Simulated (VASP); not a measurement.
## Zr: single point with PBE

Zr:

```
Zr
1.0
     2.33874    0.00000    0.00000
    -1.16937    2.02541    0.00000
     0.00000    0.00000    4.09248
Zr
2
Direct
  0.33333 0.66667 0.25000
  0.66667 0.33333 0.75000
```

- Program: VASP 6.6.1
- Task: single point
- Functional: PBE
- Potentials or basis: VASP PAW PBE potentials, release 64 (Zr_sv)
- Cutoff: 520 eV
- k mesh: 18 × 18 × 10
- Occupations: fermi-dirac, width 0.1 eV
- Spin: no spin polarisation

The pressure is 354.3 GPa and the band gap on the k mesh is zero (bands 12 and 13 overlap by 2.33 eV).

Stress tensor (GPa, compression positive):
```
354.87   0.00   0.00
  0.00 354.87   0.00
  0.00   0.00 353.28
```

Levels at points of the mesh, in eV from the Fermi level:
| k point | band 8 | band 9 | band 10 | band 11 | band 12 | band 13 | band 14 | band 15 | band 16 | band 17 |
| --- | --- | --- | --- | --- | --- | --- | --- | --- | --- | --- |
| (0.00, 0.00, 0.00) | -22.57 | -4.73 | -3.08 | -1.18 | 0.27 | 0.27 | 1.77 | 1.77 | 4.97 | 4.97 |
| (0.50, 0.00, 0.00) | -24.10 | -7.89 | -6.60 | -4.39 | 0.23 | 1.08 | 2.92 | 5.08 | 11.45 | 12.10 |
| (0.00, 0.00, 0.50) | -23.00 | -3.18 | -3.18 | 0.33 | 0.33 | 0.33 | 0.33 | 2.88 | 2.88 | 8.93 |
| (0.50, 0.00, 0.50) | -25.01 | -6.95 | -6.95 | -5.45 | -5.45 | 4.53 | 4.53 | 7.66 | 7.66 | 14.00 |

Wall time 110 s on 1 thread of AMD EPYC 7R13 (shared host), peak memory 0.15 GiB.

Caveat: the cell stands under pressure.
